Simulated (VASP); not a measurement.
# TaSi (anti NiAs type) (P6_3/mmc) in VASP: further runs

TaSi (anti NiAs type) is run at these levels: PBE; tasks: relaxation of cell and atoms.

All numbers are computed with VASP 6.6.1; they aren't measurements. Logs are shortened: lines on timing, memory, paths and dates and some standing lists are left out, and cuts for length are marked.

## Step 1: The cell of the first run

It takes space group P6_3/mmc (No. 194, hexagonal). The conventional cell has a = 2.929 Å, b = 2.929 Å, c = 4.541 Å, α = 90.00°, β = 90.00°, γ = 120.00°. Within 2.7 Å of Si (site symmetry -3m) lie 6 Ta at 2.04 Å and 2 Si at 2.27 Å. Within 2.7 Å of Ta (site symmetry -6m2) lie 6 Si at 2.04 Å.

## Step 2: Relaxation of cell and atoms, PBE, target pressure 430 GPa, at which the enthalpy is minimised

Input file INCAR:

```
SYSTEM = TaSi
PREC = Accurate
ENCUT = 600
EDIFF = 1E-7
ISMEAR = -1
SIGMA = 0.1
LREAL = .False.
LASPH = .True.
NELM = 80
ALGO = Normal
ISIF = 3
LWAVE = .False.
LCHARG = .False.
GGA = PE
IBRION = 2
NSW = 60
EDIFFG = -0.005
PSTRESS = 4300.0
```

Input file KPOINTS:

```
regular mesh
0
Gamma
  12 12 7
  0 0 0
```

Input file POSCAR:

```
TaSi
1.0
    2.9293591622      0.0000000000      0.0000000000
   -1.4646795811      2.5368994512      0.0000000000
    0.0000000000      0.0000000000      4.5405067014
Si Ta
2 2
Direct
    0.0000000000      0.0000000000      0.0000000000
    0.0000000000      0.0000000000      0.5000000000
    0.3333333333      0.6666666667      0.2500000000
    0.6666666667      0.3333333333      0.7500000000
```

Potentials or basis: VASP PAW PBE potentials, release 64 (Si, Ta_pv).

On the command line:

```
$ cat potpaw_PBE.64/Si/POTCAR potpaw_PBE.64/Ta_pv/POTCAR > POTCAR
$ mpirun -np 1 vasp_std > vasp.out
```

OUTCAR:

```text
SYSTEM = TaSi
   PREC = Accurate
   ENCUT = 600
   EDIFF = 1E-7
   ISMEAR = -1
   LREAL = .False.
   LASPH = .True.
   NELM = 80
   ISIF = 3
   GGA = PE
   IBRION = 2
   NSW = 60
   EDIFFG = -0.005
   PSTRESS = 4300.0

 ion  position               nearest neighbor table
   1  0.000  0.000  0.000-   3 2.04   4 2.04   3 2.04   4 2.04   4 2.04   3 2.04   2 2.27   2 2.27

   2  0.000  0.000  0.500-   3 2.04   4 2.04   3 2.04   4 2.04   4 2.04   3 2.04   1 2.27   1 2.27

   3  0.333  0.667  0.250-   1 2.04   2 2.04   1 2.04   2 2.04   1 2.04   2 2.04   4 2.83   4 2.83
                             4 2.83   4 2.83   4 2.83   4 2.83
   4  0.667  0.333  0.750-   1 2.04   2 2.04   1 2.04   2 2.04   1 2.04   2 2.04   3 2.83   3 2.83
                             3 2.83   3 2.83   3 2.83   3 2.83

  LATTYP: Found a hexagonal cell.
 ALAT       =     2.9293591622
 C/A-ratio  =     1.5500000000

  Lattice vectors:

 A1 = (   2.9293591622,   0.0000000000,   0.0000000000)
 A2 = (  -1.4646795811,   2.5368994512,   0.0000000000)
 A3 = (   0.0000000000,   0.0000000000,   4.5405067014)

Analysis of symmetry for initial positions (statically):
=====================================================================
 Subroutine PRICEL returns:
 Original cell was already a primitive cell.

 Routine SETGRP: Setting up the symmetry group for a
 hexagonal supercell.

 Subroutine GETGRP returns: Found 24 space group operations
 (whereof 12 operations were pure point group operations)
 out of a pool of 24 trial point group operations.

The static configuration has the point symmetry D_3d.
 The point group associated with its full space group is D_6h.

Analysis of symmetry for dynamics (positions and initial velocities):
=====================================================================
 Subroutine PRICEL returns:
 Original cell was already a primitive cell.

 Routine SETGRP: Setting up the symmetry group for a
 hexagonal supercell.

 Subroutine GETGRP returns: Found 24 space group operations
 (whereof 12 operations were pure point group operations)
 out of a pool of 24 trial point group operations.

The dynamic configuration has the point symmetry D_3d.
 The point group associated with its full space group is D_6h.

 Subroutine INISYM returns: Found 24 space group operations
 (whereof 12 operations are pure point group operations),
 and found     1 'primitive' translations

----------------------------------------------------------------------------------------

                                     Primitive cell

  volume of cell :      33.7427

  direct lattice vectors                    reciprocal lattice vectors
     2.929359162  0.000000000  0.000000000     0.341371592  0.197090980  0.000000000
    -1.464679581  2.536899451  0.000000000     0.000000000  0.394181961  0.000000000
     0.000000000  0.000000000  4.540506701     0.000000000  0.000000000  0.220239737

  length of vectors
     2.929359162  2.929359162  4.540506701     0.394181961  0.394181961  0.220239737

  position of ions in fractional coordinates (direct lattice)
     0.000000000  0.000000000  0.000000000
     0.000000000  0.000000000  0.500000000
     0.333333333  0.666666667  0.250000000
     0.666666667  0.333333333  0.750000000

  ion indices of the primitive-cell ions
   primitive index   ion index
                 1           1
                 2           2
                 3           3
                 4           4

----------------------------------------------------------------------------------------

 KPOINTS: regular mesh

Automatic generation of k-mesh.
 Grid dimensions read from file:
 generate k-points for:   12   12    7

 Generating k-lattice:

  Cartesian coordinates                     Fractional coordinates (reciprocal lattice)
     0.028447633  0.016424248  0.000000000     0.083333333  0.000000000  0.000000000
     0.000000000  0.032848497  0.000000000     0.000000000  0.083333333  0.000000000
     0.000000000  0.000000000  0.031462820     0.000000000  0.000000000  0.142857143

  Length of vectors
     0.032848497  0.032848497  0.031462820

  Shift w.r.t. Gamma in fractional coordinates (k-lattice)
     0.000000000  0.000000000  0.000000000

 Subroutine IBZKPT returns following result:
 ===========================================

 Found     76 irreducible k-points:

 Following reciprocal coordinates:
            Coordinates               Weight
  0.000000  0.000000  0.000000      1.000000
  0.083333  0.000000  0.000000      6.000000
  0.166667 -0.000000  0.000000      6.000000
  0.250000 -0.000000  0.000000      6.000000
  0.333333 -0.000000  0.000000      6.000000
  0.416667  0.000000  0.000000      6.000000
[... 16 lines left out ...]
  0.250000 -0.000000  0.142857     12.000000
  0.333333 -0.000000  0.142857     12.000000
 [... further k-points ...]
   k-points           NKPTS =     76   k-points in BZ     NKDIM =     76   number of bands    NBANDS=     19
   number of dos      NEDOS =    301   number of ions     NIONS =      4
   total plane-waves  NPLWV =  20736
   dimension x,y,z NGX =    24 NGY =   24 NGZ =   36
   dimension x,y,z NGXF=    48 NGYF=   48 NGZF=   72
   ions per type =               2   2
   NGX,Y,Z   is equivalent  to a cutoff of  13.62, 13.62, 13.18 a.u.
   NGXF,Y,Z  is equivalent  to a cutoff of  27.24, 27.24, 26.36 a.u.
 SYSTEM =  TaSi
   PREC   = accura    normal or accurate (medium, high low for compatibility)
   ISTART =      0    job   : 0-new  1-cont  2-samecut
   ICHARG =      2    charge: 1-file 2-atom 10-const
   ISPIN  =      1    spin polarized calculation?
   LNONCOLLINEAR =      F non collinear calculations
   LSORBIT =      F    spin-orbit coupling
   LASPH  =      T    aspherical Exc in radial PAW
   ENCUT  =  600.0 eV  44.10 Ry    6.64 a.u.   5.85  5.85  9.07*2*pi/ulx,y,z
   NELM   =     80;   NELMIN=  2; NELMDL= -5     # of ELM steps
   EDIFF  = 0.1E-06   stopping-criterion for ELM
   LREAL  =      F    real-space projection
   EDIFFG = -.5E-02   stopping-criterion for IOM
   NSW    =     60    number of steps for IOM
   IBRION =      2    ionic relax: 0-MD 1-quasi-New 2-CG
   NFREE  =      1    steps in history (QN), initial steepest desc. (CG)
   ISIF   =      3    stress and relaxation
   ISYM   =      2    0-nonsym 1-usesym 2-fastsym
   POTIM  = 0.5000    time-step for ionic-motion
   TEBEG  =    0.0;   TEEND  =   0.0 temperature during run
   PSTRESS= 4300.0 pullay stress
   NELECT =      30.0000    total number of electrons
   NUPDOWN=      -1.0000    fix difference up-down
   EMIN   =  10.00;   EMAX   =-10.00  energy-range for DOS
   EFERMI =   0.00;   METHOD = LEGACY
   ISMEAR =    -1;   SIGMA  =   0.10  broadening in eV -4-tet -1-fermi 0-gaus
   EFERMI_NEDOS =   21; number of points for ismear=-14 and -15
   IALGO  =     38    algorithm
   IMIX   =      4    mixing-type and parameters
     AMIX     =   0.40;   BMIX     =  1.00
     AMIX_MAG =   1.60;   BMIX_MAG =  1.00
  volume/ion in A,a.u.               =       8.44        56.93
  Fermi-wavevector in a.u.,A,eV,Ry     =   1.574183  2.974774 33.715940  2.478052
  Thomas-Fermi vector in A             =   2.675355
   LORBIT       =      0    0 simple, 1 ext, 2 COOP (PROOUT), +10 PAW based schemes
   GGA     = PE    functional components
   LHFCALC =     F    Hartree Fock is set to
   AEXX    =    0.0000 exact exchange contribution
   IVDW    =     0    specifies the selected vdW correction
   LEPSILON=     F    determine dielectric tensor
   LRPA    =     F    only Hartree local field effects (RPA)
 conjugate gradient relaxation of ions
 non-spin polarized calculation
  energy-cutoff  :      600.00
  volume of cell :       33.74
 maximum number of plane-waves:      1164
 NGX is ok and might be reduce to    24
   NGX = 11   NGY = 11   NGZ = 19

--------------------------------------- Ionic step        1  -------------------------------------------

 number of electron      30.0000003 magnetization

 Free energy of the ion-electron system (eV)
  ---------------------------------------------------
  ext. energy  EPLUGINS =         0.00000000
  ---------------------------------------------------
  free energy    TOTEN  =        -6.92231684 eV

  energy without entropy =       -6.86773243  energy(sigma->0) =       -6.89502463

------------------------ aborting loop because EDIFF is reached ----------------------------------------

  FORCE on cell =-STRESS in cart. coord.  units (eV):
  Direction    XX          YY          ZZ          XY          YZ          ZX
  --------------------------------------------------------------------------------------
  -------------------------------------------------------------------------------------
  Total       96.7792070     96.7792070     92.6232120     -0.0000000      0.0000000      0.0000000
  in kB     4595.2849131   4595.2849128   4397.9493293     -0.0000000      0.0000000      0.0000000
  external PRESSURE =     229.5063851 kB  Pullay stress =    4300.0000000 kB
[... 103 lines left out ...]
  energy  without entropy=       -8.8324833931  energy(sigma->0) =       -8.86022813

  enthalpy is  TOTEN    =        83.5856886855 eV   P V=       92.4736615559

[... ionic steps 4 to 8 ...]

--------------------------------------- Ionic step        9  -------------------------------------------

 number of electron      30.0000002 magnetization

------------------------ aborting loop because EDIFF is reached ----------------------------------------
[... 75 lines left out ...]
--------------------------------------- Ionic step       11  -------------------------------------------

 number of electron      30.0000002 magnetization

 Free energy of the ion-electron system (eV)
  ---------------------------------------------------
  ext. energy  EPLUGINS =         0.00000000
  ---------------------------------------------------
  free energy    TOTEN  =        -9.13526872 eV

  energy without entropy =       -9.09081349  energy(sigma->0) =       -9.11304110

 E-fermi :  16.1696     XC(G=0): -15.1435

 val. band max:       16.1677761837   @ k =   0.0833   0.0000   0.0000
 cond. band min:      16.2270926773   @ k =   0.2500  -0.0000   0.1429
 fundamental gap:      0.0593164936
 Fermi energy:        16.1695705281

 k-point     1 :       0.0000    0.0000    0.0000
  band No.  band energies     occupation
      1     -19.6782      2.00000
      2     -18.5680      2.00000
      3     -18.5680      2.00000
      4     -18.0094      2.00000
      5     -18.0094      2.00000
      6     -17.1665      2.00000
[... 505 lines left out ...]
      6     -17.6398      2.00000
[... 11 lines left out ...]
     18      19.8047      0.00000
     19      21.3383      0.00000

 [... further k-points ...]

------------------------ aborting loop because EDIFF is reached ----------------------------------------

  FORCE on cell =-STRESS in cart. coord.  units (eV):
  Direction    XX          YY          ZZ          XY          YZ          ZX
  --------------------------------------------------------------------------------------
  -------------------------------------------------------------------------------------
  Total       92.3556846     92.3556845     92.3579205     -0.0000000      0.0000000      0.0000000
  in kB     4300.5107341   4300.5107260   4300.6148468     -0.0000000      0.0000000      0.0000000
  external PRESSURE =       0.5454356 kB  Pullay stress =    4300.0000000 kB
[... 23 lines left out ...]
  energy  without entropy=       -9.0908134868  energy(sigma->0) =       -9.11304110

  enthalpy is  TOTEN    =        83.2094476367 eV   P V=       92.3447163543

 reached required accuracy - stopping structural energy minimisation
```

Wall time 3.4 min (1 thread of Intel Xeon Platinum 8375C at 2.90GHz (Ice Lake), shared host); peak memory 0.21 GiB.

What came out:

| Quantity | Value |
| --- | --- |
| Free energy | -9.1353 eV |
| Relaxed volume | 8.60 Å³/atom |
| Relaxed cell | a = 3.102 Å, b = 3.102 Å, c = 4.128 Å, α = 90.00°, β = 90.00°, γ = 120.00° |
| Space group after relaxing (to 0.1 Å) | P6_3/mmc (No. 194) |
| Energy change on relaxing (the run minimises the enthalpy) | -553.2 meV/atom |
| Ionic steps | 11 |
| Pressure after relaxing | 430.1 GPa |
| Band gap on the k mesh | zero (bands 15 and 16 overlap by 4.84 eV) |

The path:
```
step  energy change (eV)  largest force (eV/Å)  pressure (GPa)  volume (Å³)
   1              0.0000                0.0000          452.95        33.74
   2            -13.4754                0.0000          251.80        39.96
   3             -1.9657                0.0000          423.13        34.46
   4             -1.7839                0.0000          425.87        34.39
   5             -2.1376                0.0000          425.75        34.45
   6             -2.2216                0.0000          429.83        34.41
   7             -2.1998                0.0000          430.30        34.40
   8             -2.4368                0.0000          426.58        34.49
   9             -2.2341                0.0000          429.76        34.42
  10             -2.2045                0.0000          430.17        34.40
  11             -2.2130                0.0000          430.05        34.41
```

Final structure:
```
Si Ta
1.0
     3.10223    0.00000    0.00000
    -1.55112    2.68661    0.00000
     0.00000    0.00000    4.12834
Si Ta
2 2
Cartesian
  -1.5511 2.6866 0.0000
  0.0000 0.0000 2.0642
  0.0000 1.7911 1.0321
  1.5511 0.8955 3.0963
```

Caveat: the cell is relaxed towards a set pressure, so the run minimises the enthalpy, not the energy; spin-orbit coupling is left out, which moves the levels of the heavy elements.

(Continued in part 2 of 2.)
